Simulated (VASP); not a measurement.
Write the native input for VASP 6.6.1 that does the following.

| Item | Value |
| --- | --- |
| Task | relaxation of cell and atoms |
| Functional | PBE |
| Potentials or basis | VASP PAW PBE potentials, release 64 (La, Hf_pv, O) |
| Cutoff | 600 eV |
| k mesh | 6 × 6 × 4 |
| Occupations | gaussian, width 0.1 eV |
| Spin | no spin polarisation |
| Dipole correction | no |
| Further INCAR settings | ALGO = Normal; EDIFF = 1e-07; IBRION = 2; EDIFFG = -0.04; NSW = 90; ISIF = 3 |

The structure of La2HfO2 lies in POSCAR:

```
La2HfO2
1.0
    5.3326926500      0.0000000000      0.0000000000
   -2.6663463300      4.6182473100      0.0000000000
    0.0000000000      0.0000000000      4.1141732100
La Hf O
2 1 2
Direct
    0.3333333300      0.6666666700      0.5000000000
    0.6666666700      0.3333333300      0.5000000000
    0.0000000000      0.0000000000      0.0000000000
    0.3333333300      0.6666666700      0.0000000000
    0.6666666700      0.3333333300      0.0000000000
```

The cell was generated, and may not be a known phase.

The input as run:

INCAR

```
PREC = Accurate ; ENCUT = 600
EDIFF = 1E-7 ; ISMEAR = 0
SIGMA = 0.1 ; LREAL = False
LASPH = True ; NELM = 60
ALGO = Normal ; ISIF = 3
LWAVE = False ; LCHARG = False
GGA = PE ; IBRION = 2
NSW = 90 ; EDIFFG = -0.04
```

KPOINTS

```
Automatic mesh
0
Gamma
  6 6 4
```

Potentials or basis: VASP PAW PBE potentials, release 64 (La, Hf_pv, O).

Run with:

```sh
$ cat potpaw_PBE.64/La/POTCAR potpaw_PBE.64/Hf_pv/POTCAR potpaw_PBE.64/O/POTCAR > POTCAR
$ mpirun -np 1 vasp_std > vasp.out
```

Results of the run:

```yaml
Relaxed_volume: 22.44 Å³/atom
Relaxed_cell: a = 5.400 Å, b = 5.400 Å, c = 4.443 Å, α = 90.00°, β = 90.00°, γ = 120.00°
Space_group_after_relaxing_to_0.1_Å: P6/mmm (No. 191)
Energy_gained_by_relaxing: 190.1 meV/atom
Ionic_steps: 5
Pressure_after_relaxing: 0.1 GPa
Band_gap_on_the_k_mesh: zero (bands 22 and 23 overlap by 0.82 eV)
```

Caveat: the k points lie up to 0.35 Å⁻¹ apart in the final cell, too coarse for converged energies and pressures of a metal; spin-orbit coupling is left out, which moves the levels of the heavy elements.

Run time: 10 min on 1 thread of Intel(R) Xeon(R) Platinum 8259CL CPU @ 2.50GHz (Skylake/Cascade Lake) (shared host), peak memory 0.35 GiB.
